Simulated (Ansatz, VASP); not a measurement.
**Ti: VASP beside Ansatz**

```xyz
1
Lattice="0.0381 2.0300 2.0300 2.0300 0.0381 2.0300 2.0681 2.0681 0.0000" Properties=species:S:1:pos:R:3 pbc="T T T"
Ti    0.0000    0.0000    0.0000
```

Change from the starting cell: strain +0.0375 x Voigt [0, 0, 0, 0, 0, 1], atoms carried along.

Alike in both runs: task single point; functional PBEsol; k mesh 20 × 20 × 20; occupations gaussian, width 0.15 eV; no spin polarisation.

|  | VASP | Ansatz |
| --- | --- | --- |
| version | VASP 6.6.1 | Ansatz 0.2.0 |
| potentials or method | VASP PAW PBE potentials, release 64 (Ti_sv), cutoff 520 eV | scalar-relativistic, plane waves, PAW |
| valence electrons in the cell | 12 | 12 |

Ansatz gave:

```
gap on the k mesh at the Fermi level (eV)                     : none
pressure (GPa)                                                : -0.2
traceless stress, the component that is largest in VASP (GPa) : -2.24
```

Question: What did VASP give for the same quantities?

Answer: gap on the k mesh at the Fermi level (eV): none; pressure (GPa): -0.5; traceless stress, the component that is largest in VASP (GPa): -2.23.

VASP's potentials were made for PBE, not for PBEsol. A gap of «none» marks a metal or a gap that the smearing closes.
